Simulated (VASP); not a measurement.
# Zr2NbC2 (P-3m1) in VASP: notebook

Runs on Zr2NbC2. Level: PBE. Tasks: single point, relaxation of cell and atoms.

Everything below comes from runs of VASP 6.6.1. Logs are shortened: lines on timing, memory, paths and dates and some standing lists are left out, and cuts for length are marked.

## (1) The cell of the first run

It takes space group P-3m1 (No. 164, trigonal). Conventional cell: a = 3.281 Å, b = 3.281 Å, c = 7.896 Å, α = 90.00°, β = 90.00°, γ = 120.00°. Within 3.0 Å of Zr (site symmetry 3m) lie 3 C at 2.25 Å. Within 3.0 Å of Nb (site symmetry -3m) lie 6 C at 2.29 Å. C (site symmetry 3m) has 3 Zr at 2.25 Å and 3 Nb at 2.29 Å within 3.0 Å.

The cell was generated, and may not be a known phase.

## (2) Single point, PBE

INCAR reads:

```
  ALGO = Normal
  EDIFF = 1E-6
  ENCUT = 520
  GGA = PE
  ISIF = 2
  ISMEAR = 0
  LASPH = True
  LCHARG = False
  LREAL = False
  LWAVE = False
  NBANDS = 30
  NELM = 100
  PREC = Accurate
  SIGMA = 0.1
```

KPOINTS reads:

```
k-points
0
Gamma
  6 6 4
```

POSCAR reads:

```
Zr2NbC2
1.0
    3.2810590937      0.0000000000      0.0000000000
   -1.6405295469      2.8414805265      0.0000000000
    0.0000000000      0.0000000000      7.8956755045
Zr Nb C
2 1 2
Direct
    0.6666666667      0.3333333333      0.6824530857
    0.3333333333      0.6666666667      0.3175469143
    0.0000000000      0.0000000000      0.0000000000
    0.6666666667      0.3333333333      0.1631946827
    0.3333333333      0.6666666667      0.8368053173
```

Potentials or basis: VASP PAW PBE potentials, release 64 (Zr_sv, Nb_sv, C).

Started as:

```console
cat potpaw_PBE.64/Zr_sv/POTCAR potpaw_PBE.64/Nb_sv/POTCAR potpaw_PBE.64/C/POTCAR > POTCAR
mpirun -np 1 vasp_std > vasp.out
```

OUTCAR:

```text
EDIFF = 1E-6
   ENCUT = 520
   GGA = PE
   ISIF = 2
   ISMEAR = 0
   LASPH = True
   LREAL = False
   NELM = 100
   PREC = Accurate

 ion  position               nearest neighbor table
   1  0.667  0.333  0.682-   5 2.25   5 2.25   5 2.25   3 3.14   3 3.14   3 3.14   2 3.45   2 3.45
                             2 3.45
   2  0.333  0.667  0.318-   4 2.25   4 2.25   4 2.25   3 3.14   3 3.14   3 3.14   1 3.45   1 3.45
                             1 3.45
   3  0.000  0.000  0.000-   4 2.29   5 2.29   4 2.29   5 2.29   4 2.29   5 2.29   1 3.14   2 3.14
                             2 3.14   1 3.14   1 3.14   2 3.14
   4  0.667  0.333  0.163-   2 2.25   2 2.25   2 2.25   3 2.29   3 2.29   3 2.29
   5  0.333  0.667  0.837-   1 2.25   1 2.25   1 2.25   3 2.29   3 2.29   3 2.29

  LATTYP: Found a hexagonal cell.
 ALAT       =     3.2810590937
 C/A-ratio  =     2.4064411152

  Lattice vectors:

 A1 = (   3.2810590937,   0.0000000000,   0.0000000000)
 A2 = (  -1.6405295469,   2.8414805265,   0.0000000000)
 A3 = (   0.0000000000,   0.0000000000,   7.8956755045)

Analysis of symmetry for initial positions (statically):
=====================================================================
 Subroutine PRICEL returns:
 Original cell was already a primitive cell.

 Routine SETGRP: Setting up the symmetry group for a
 hexagonal supercell.

 Subroutine GETGRP returns: Found 12 space group operations
 (whereof 12 operations were pure point group operations)
 out of a pool of 24 trial point group operations.

The static configuration has the point symmetry D_3d.

Analysis of symmetry for dynamics (positions and initial velocities):
=====================================================================
 Subroutine PRICEL returns:
 Original cell was already a primitive cell.

 Routine SETGRP: Setting up the symmetry group for a
 hexagonal supercell.

 Subroutine GETGRP returns: Found 12 space group operations
 (whereof 12 operations were pure point group operations)
 out of a pool of 24 trial point group operations.

The dynamic configuration has the point symmetry D_3d.

 Subroutine INISYM returns: Found 12 space group operations
 (whereof 12 operations are pure point group operations),
 and found     1 'primitive' translations

----------------------------------------------------------------------------------------

                                     Primitive cell

  volume of cell :      73.6119

  direct lattice vectors                    reciprocal lattice vectors
     3.281059094  0.000000000  0.000000000     0.304779637  0.175964606  0.000000000
    -1.640529547  2.841480526  0.000000000     0.000000000  0.351929211  0.000000000
     0.000000000  0.000000000  7.895675504     0.000000000  0.000000000  0.126651608

  length of vectors
     3.281059094  3.281059094  7.895675504     0.351929211  0.351929211  0.126651608

  position of ions in fractional coordinates (direct lattice)
     0.666666667  0.333333333  0.682453086
     0.333333333  0.666666667  0.317546914
     0.000000000  0.000000000  0.000000000
     0.666666667  0.333333333  0.163194683
     0.333333333  0.666666667  0.836805317

  ion indices of the primitive-cell ions
   primitive index   ion index
                 1           1
                 2           2
                 3           3
                 4           4
                 5           5

----------------------------------------------------------------------------------------

 KPOINTS: k-points

Automatic generation of k-mesh.
 Grid dimensions read from file:
 generate k-points for:    6    6    4

 Generating k-lattice:

  Cartesian coordinates                     Fractional coordinates (reciprocal lattice)
     0.050796606  0.029327434  0.000000000     0.166666667  0.000000000  0.000000000
     0.000000000  0.058654869  0.000000000     0.000000000  0.166666667  0.000000000
     0.000000000  0.000000000  0.031662902     0.000000000  0.000000000  0.250000000

  Length of vectors
     0.058654869  0.058654869  0.031662902

  Shift w.r.t. Gamma in fractional coordinates (k-lattice)
     0.000000000  0.000000000  0.000000000

 Subroutine IBZKPT returns following result:
 ===========================================

 Found     24 irreducible k-points:

 Following reciprocal coordinates:
            Coordinates               Weight
  0.000000  0.000000  0.000000      1.000000
  0.166667  0.000000  0.000000      6.000000
  0.333333  0.000000  0.000000      6.000000
  0.500000  0.000000  0.000000      3.000000
  0.166667  0.166667  0.000000      6.000000
  0.333333  0.166667  0.000000     12.000000
[... 16 lines left out ...]
  0.333333  0.166667  0.500000     12.000000
  0.333333  0.333333  0.500000      2.000000
   k-points           NKPTS =     24   k-points in BZ     NKDIM =     24   number of bands    NBANDS=     30
   number of dos      NEDOS =    301   number of ions     NIONS =      5
   total plane-waves  NPLWV =  34560
   dimension x,y,z NGX =    24 NGY =   24 NGZ =   60
   dimension x,y,z NGXF=    48 NGYF=   48 NGZF=  120
   ions per type =               2   1   2
   NGX,Y,Z   is equivalent  to a cutoff of  12.16, 12.16, 12.63 a.u.
   NGXF,Y,Z  is equivalent  to a cutoff of  24.32, 24.32, 25.27 a.u.
 SYSTEM =  unknown system
   PREC   = accura    normal or accurate (medium, high low for compatibility)
   ISTART =      0    job   : 0-new  1-cont  2-samecut
   ICHARG =      2    charge: 1-file 2-atom 10-const
   ISPIN  =      1    spin polarized calculation?
   LNONCOLLINEAR =      F non collinear calculations
   LSORBIT =      F    spin-orbit coupling
   LASPH  =      T    aspherical Exc in radial PAW
   ENCUT  =  520.0 eV  38.22 Ry    6.18 a.u.   6.10  6.10 14.68*2*pi/ulx,y,z
   NELM   =    100;   NELMIN=  2; NELMDL= -5     # of ELM steps
   EDIFF  = 0.1E-05   stopping-criterion for ELM
   LREAL  =      F    real-space projection
   EDIFFG = 0.1E-04   stopping-criterion for IOM
   NSW    =      0    number of steps for IOM
   IBRION =     -1    ionic relax: 0-MD 1-quasi-New 2-CG
   NFREE  =      0    steps in history (QN), initial steepest desc. (CG)
   ISIF   =      2    stress and relaxation
   ISYM   =      2    0-nonsym 1-usesym 2-fastsym
   POTIM  = 0.5000    time-step for ionic-motion
   TEBEG  =    0.0;   TEEND  =   0.0 temperature during run
   PSTRESS=    0.0 pullay stress
   NELECT =      45.0000    total number of electrons
   NUPDOWN=      -1.0000    fix difference up-down
   EMIN   =  10.00;   EMAX   =-10.00  energy-range for DOS
   EFERMI =   0.00;   METHOD = LEGACY
   ISMEAR =     0;   SIGMA  =   0.10  broadening in eV -4-tet -1-fermi 0-gaus
   EFERMI_NEDOS =   21; number of points for ismear=-14 and -15
   IALGO  =     38    algorithm
   IMIX   =      4    mixing-type and parameters
     AMIX     =   0.40;   BMIX     =  1.00
     AMIX_MAG =   1.60;   BMIX_MAG =  1.00
  volume/ion in A,a.u.               =      14.72        99.35
  Fermi-wavevector in a.u.,A,eV,Ry     =   1.389408  2.625600 26.265413  1.930453
  Thomas-Fermi vector in A             =   2.513441
   LORBIT       =      0    0 simple, 1 ext, 2 COOP (PROOUT), +10 PAW based schemes
   GGA     = PE    functional components
   LHFCALC =     F    Hartree Fock is set to
   AEXX    =    0.0000 exact exchange contribution
   IVDW    =     0    specifies the selected vdW correction
   LEPSILON=     F    determine dielectric tensor
   LRPA    =     F    only Hartree local field effects (RPA)
 non-spin polarized calculation
 Gauss-broadening in eV      SIGMA  =   0.10
  energy-cutoff  :      520.00
  volume of cell :       73.61
 maximum number of plane-waves:      2004
   NGX = 13   NGY = 13   NGZ = 29

 number of electron      45.0000003 magnetization

 Free energy of the ion-electron system (eV)
  ---------------------------------------------------
  ext. energy  EPLUGINS =         0.00000000
  ---------------------------------------------------
  free energy    TOTEN  =       -48.96956345 eV

  energy without entropy =      -48.95510433  energy(sigma->0) =      -48.96233389

 E-fermi :  10.0824     XC(G=0): -11.9085

 val. band max:       10.0259453305   @ k =  -0.1667   0.5000   0.2500
 cond. band min:      10.0955779367   @ k =   0.1667   0.0000   0.2500
 fundamental gap:      0.0696326062
 Fermi energy:        10.0823537989

 k-point     1 :       0.0000    0.0000    0.0000
  band No.  band energies     occupation
      1     -45.3460      2.00000
      2     -38.6100      2.00000
      3     -38.5827      2.00000
      4     -21.5002      2.00000
      5     -21.2154      2.00000
      6     -21.2154      2.00000
[... 22 lines left out ...]
     29      12.5999      0.00000
     30      12.9289      0.00000

 k-point     2 :       0.1667    0.0000    0.0000
  band No.  band energies     occupation
      1     -45.3350      2.00000
      2     -38.5894      2.00000
      3     -38.5652      2.00000
      4     -21.4774      2.00000
      5     -21.3308      2.00000
      6     -21.2412      2.00000
[... 22 lines left out ...]
     29      12.9741      0.00000
     30      13.4918      0.00000

 k-point     3 :       0.3333    0.0000    0.0000
  band No.  band energies     occupation
      1     -45.3129      2.00000
      2     -38.5469      2.00000
      3     -38.5309      2.00000
      4     -21.5547      2.00000
      5     -21.4311      2.00000
      6     -21.2924      2.00000
[... 22 lines left out ...]
     29      13.3931      0.00000
     30      14.0939      0.00000

 k-point     4 :       0.5000    0.0000    0.0000
  band No.  band energies     occupation
      1     -45.3018      2.00000
      2     -38.5242      2.00000
      3     -38.5148      2.00000
      4     -21.6632      2.00000
      5     -21.4079      2.00000
      6     -21.3178      2.00000
[... 616 lines left out ...]
     29      13.4186      0.00000
     30      13.4604      0.00000

 k-point    23 :       0.3333    0.1667    0.5000
  band No.  band energies     occupation
      1     -45.3018      2.00000
      2     -38.5242      2.00000
      3     -38.5149      2.00000
      4     -21.6062      2.00000
      5     -21.4081      2.00000
      6     -21.3777      2.00000
[... 22 lines left out ...]
     29      14.3047      0.00000
     30      14.5085      0.00000

 k-point    24 :       0.3333    0.3333    0.5000
  band No.  band energies     occupation
      1     -45.2963      2.00000
      2     -38.5098      2.00000
      3     -38.5098      2.00000
      4     -21.5271      2.00000
      5     -21.5271      2.00000
      6     -21.3961      2.00000
[... 22 lines left out ...]
     29      14.3132      0.00000
     30      14.3132      0.00000

------------------------ aborting loop because EDIFF is reached ----------------------------------------

  FORCE on cell =-STRESS in cart. coord.  units (eV):
  Direction    XX          YY          ZZ          XY          YZ          ZX
  --------------------------------------------------------------------------------------
  -------------------------------------------------------------------------------------
  Total       -0.0016042     -0.0016042     -0.0163095      0.0000000      0.0000000      0.0000000
  in kB       -0.0349158     -0.0349158     -0.3549796      0.0000000      0.0000000      0.0000000
  external PRESSURE =      -0.1416037 kB  Pullay stress =       0.0000000 kB

 VOLUME and BASIS-vectors are now :
 -----------------------------------------------------------------------------
  energy-cutoff  :      520.00
  volume of cell :       73.61
      direct lattice vectors                 reciprocal lattice vectors
     3.281059094  0.000000000  0.000000000     0.304779637  0.175964606  0.000000000
    -1.640529547  2.841480526  0.000000000     0.000000000  0.351929211  0.000000000
     0.000000000  0.000000000  7.895675504     0.000000000  0.000000000  0.126651608

 POSITION                                       TOTAL-FORCE (eV/Angst)
 -----------------------------------------------------------------------------------
      1.64053      0.94716      5.38843         0.000000      0.000000     -0.005279
     -0.00000      1.89432      2.50725        -0.000000      0.000000      0.005279
      0.00000      0.00000      0.00000         0.000000      0.000000      0.000000
      1.64053      0.94716      1.28853        -0.000000      0.000000     -0.014663
     -0.00000      1.89432      6.60714         0.000000     -0.000000      0.014663
 -----------------------------------------------------------------------------------
    total drift:                                0.000000      0.000000      0.000000

  FREE ENERGIE OF THE ION-ELECTRON SYSTEM (eV)
  ---------------------------------------------------
  free  energy   TOTEN  =       -48.9695634535 eV

  energy  without entropy=      -48.9551043270  energy(sigma->0) =      -48.96233389
```

Wall time 89 s (1 thread of Intel Xeon 8259CL, shared host); peak memory 0.21 GiB.

Results:

```yaml
Free_energy: -48.9696 eV
Pressure: 0.0 GPa
Largest_force: 0.015 eV/Å
Band_gap_on_the_k_mesh: zero (an odd number of electrons rules out a gap without spin polarisation)
```

Forces on the atoms (eV/Å):
```
Zr   0.000  0.000 -0.005
Zr   0.000  0.000  0.005
Nb   0.000  0.000  0.000
C    0.000  0.000 -0.015
C    0.000  0.000  0.015
```

Levels at points of the mesh, in eV from the Fermi level:
| k point | band 19 | band 20 | band 21 | band 22 | band 23 | band 24 | band 25 | band 26 |
| --- | --- | --- | --- | --- | --- | --- | --- | --- |
| (0.00, 0.00, 0.00) | -2.22 | -2.22 | -1.89 | -0.39 | -0.39 | 0.15 | 1.74 | 1.74 |
| (0.50, 0.00, 0.00) | -3.13 | -2.85 | -2.32 | -0.85 | 0.59 | 1.59 | 2.32 | 2.47 |
| (0.00, 0.00, 0.50) | -2.11 | -2.11 | -1.20 | -0.37 | -0.29 | -0.29 | 1.42 | 1.42 |
| (0.50, 0.00, 0.50) | -3.31 | -2.60 | -2.17 | -1.01 | 0.35 | 1.10 | 2.13 | 2.76 |

Caveat: the k points lie up to 0.37 Å⁻¹ apart, too coarse for converged energies and pressures of a metal.

## (3) Single point, PBE

This run uses another cell than the first one, of 18.68 Å³/atom.

INCAR reads:

```
SYSTEM = Zr2NbC2
  PREC = Accurate
  ENCUT = 520
  EDIFF = 1E-6
  ISMEAR = 0
  SIGMA = 0.1
  LREAL = .False.
  LASPH = .True.
  NELM = 100
  ALGO = Normal
  ISIF = 2
  LWAVE = .False.
  LCHARG = .True.
  GGA = PE
  LELF = .True.
  LVHAR = .True.
  NBANDS = 30
```

KPOINTS reads:

```
Automatic mesh
0
Gamma
  6 6 4
  0 0 0
```

POSCAR reads:

```
Zr2NbC2
1.0
    3.9885527800      0.0000000000      0.0000000000
   -1.9942763900      3.4541880300      0.0000000000
    0.0000000000      0.0000000000      6.7797050000
Zr Nb C
2 1 2
Direct
    0.6666666700      0.3333333300      0.7383400200
    0.3333333300      0.6666666700      0.2616599800
    0.0000000000      0.0000000000      0.0000000000
    0.6666666700      0.3333333300      0.3683500000
    0.3333333300      0.6666666700      0.6316500000
```

Potentials or basis: VASP PAW PBE potentials, release 64 (Zr_sv, Nb_sv, C).

Started as:

```console
cat potpaw_PBE.64/Zr_sv/POTCAR potpaw_PBE.64/Nb_sv/POTCAR potpaw_PBE.64/C/POTCAR > POTCAR
mpirun -np 1 vasp_std > vasp.out
```

Run time: 2.7 min. Hardware: 1 thread of Intel Xeon 8259CL, shared host; peak memory 0.23 GiB.

Results (log left out):

```yaml
Free_energy: -40.3625 eV
Pressure: -14.2 GPa
Largest_force: 3.701 eV/Å
Band_gap_on_the_k_mesh: zero (an odd number of electrons rules out a gap without spin polarisation)
```

Forces in eV/Å, atoms in the order of the input:
```
Zr   0.000  0.000 -3.701
Zr   0.000  0.000  3.701
Nb   0.000  0.000  0.000
C    0.000  0.000 -2.020
C    0.000  0.000  2.020
```

Stress tensor (GPa, compression positive):
```
-16.08   0.00   0.00
  0.00 -16.08   0.00
  0.00   0.00 -10.41
```

Levels at points of the mesh, in eV from the Fermi level:
| k point | band 19 | band 20 | band 21 | band 22 | band 23 | band 24 | band 25 | band 26 | band 27 | band 28 |
| --- | --- | --- | --- | --- | --- | --- | --- | --- | --- | --- |
| (0.00, 0.00, 0.00) | -1.72 | -1.72 | -0.97 | -0.97 | -0.44 | 0.76 | 0.93 | 0.93 | 2.50 | 2.50 |
| (0.50, 0.00, 0.00) | -1.45 | -1.11 | -0.73 | -0.05 | 0.01 | 0.40 | 0.86 | 1.75 | 1.91 | 1.92 |
| (0.00, 0.00, 0.50) | -2.32 | -2.32 | -1.03 | -1.03 | -0.62 | 1.47 | 1.47 | 2.14 | 2.14 | 2.36 |
| (0.50, 0.00, 0.50) | -1.18 | -0.63 | -0.35 | -0.16 | -0.04 | 1.34 | 1.65 | 1.66 | 1.75 | 1.95 |

Caveat: the stress differs along the axes, from -16 to -10 GPa; forces of over 1 eV/Å act on the atoms, so gaps and moduli don't describe the material at rest.

(Part 1 of 2 ends here.)

The gap in the log of VASP goes by the Fermi energy; the results here count the filled bands.